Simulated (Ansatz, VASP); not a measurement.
# Si4Ru: VASP beside Ansatz

Contents of INCAR:

```
SYSTEM = Si4Ru
PREC = Accurate ; ENCUT = 520
EDIFF = 1E-7 ; ISMEAR = 0
SIGMA = 0.1 ; LREAL = .FALSE.
LASPH = .TRUE. ; NELM = 150
ALGO = Normal ; ISIF = 2
LWAVE = .FALSE. ; LCHARG = .FALSE.
ISPIN = 2 ; MAGMOM = 0 0 0 0 1
LORBIT = 11 ; LMAXMIX = 4
GGA = PE ; NBANDS = 27
```

KPOINTS

```
regular mesh
0
G
  4 4 4
  0 0 0
```

POSCAR

```
Si4Ru
1.0
    4.4282670801      0.0000000000      0.0000000000
    0.0000000000      4.4282670801      0.0000000000
    0.0000000000      0.0000000000      4.4282670801
Si Ru
4 1
Direct
    0.2972824348      0.7027175652      0.7027175652
    0.7027175652      0.2972824348      0.7027175652
    0.7027175652      0.7027175652      0.2972824348
    0.2972824348      0.2972824348      0.2972824348
    0.0000000000      0.0000000000      0.0000000000
```

Input for Ansatz:

```yaml
crystal:
  lattice:
    - [4.4282670801, 0.0, 0.0]
    - [0.0, 4.4282670801, 0.0]
    - [0.0, 0.0, 4.4282670801]
  atoms:
    - { symbol: Si, position: [0.2972824348, 0.7027175652, 0.7027175652] }
    - { symbol: Si, position: [0.7027175652, 0.2972824348, 0.7027175652] }
    - { symbol: Si, position: [0.7027175652, 0.7027175652, 0.2972824348] }
    - { symbol: Si, position: [0.2972824348, 0.2972824348, 0.2972824348] }
    - { symbol: Ru, position: [0.0, 0.0, 0.0], spin: 1.0 }
basis:
  ecutwfc: 420
kpoints:
  mp_grid: { grid: [4, 4, 4] }
hamiltonian:
  xc: pbe
scf:
  occupations: { method: gaussian, width: 0.1 }
  lower_state_search: "off"
output:
  forces: true
  stress: true
  eigenvalues: true
  populations: true
magnetization:
  spin_polarized: true
```

Change from the starting cell: species swapped into the SnI4 type (P-43m, No. 215).

Alike in both runs: task single point; functional PBE; k mesh 4 × 4 × 4; occupations gaussian, width 0.1 eV; collinear spin.

|  | VASP | Ansatz |
| --- | --- | --- |
| version | VASP 6.6.1 | Ansatz 0.2.0 |
| potentials or method | VASP PAW PBE potentials, release 64 (Si, Ru_pv), cutoff 520 eV | scalar-relativistic, plane waves, PAW |
| valence electrons in the cell | 30 | 32 |

```tsv
	VASP	Ansatz	Ansatz less VASP
gap on the k mesh at the Fermi level (eV)	none	none	-
pressure (GPa)	-0.1	-0.1	-0.01
rms of the force components (eV/Å)	0.003	0.010	+0.0068
net moment per atom (μB)	0.00	0.00	0.000
```

Atom by atom the forces differ by 0.013 eV/Å (rms over components). A gap of «none» marks a metal or a gap that the smearing closes. VASP's potentials hold 30 valence electrons a cell and Ansatz's 32, so a difference there can come from the potentials and not from the codes. Ansatz's warnings: seeded moment not kept.
